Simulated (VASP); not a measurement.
Runs of VASP 6.6.1 on ScSbTe3. The structure is that of space group Pm-3m (No. 221), or close to it. The cells are those of the table. The cell was generated, and may not be a known phase.

```tsv
task	spin	cell	cutoff (eV)	gap on the mesh (eV)	pressure (GPa)
single point	off	a = 5.684 Å, 5 atoms	520	none	-0.1
single point	collinear	a = 5.684 Å, 5 atoms	520	none	0.0
single point	off	a = 5.586 Å, 5 atoms	520	none	(a)
relaxation of cell and atoms	off	relaxed from a = 5.586 Å, 5 atoms	600	none	0.0
```

Alike in all rows: level PBE; potentials or basis VASP PAW PBE potentials, release 64 (Sc_sv, Sb, Te); k mesh 4 × 4 × 4; smearing gaussian 0.1 eV.

Estimate the missing entries.

(a) 2.1.

Caveats: spin-orbit coupling is left out, which moves the levels of the heavy elements; semilocal functionals underestimate gaps, and a narrow one can read as zero (at least some runs); a moment this small can come from the mesh or the smearing (at least some runs); the highest band is partly filled, so the run has too few bands (at least some runs).

A k mesh can miss the band edges, and the runs leave out spin-orbit coupling on Sb, Te.

A gap of «none» marks levels without a gap at the run's occupations.
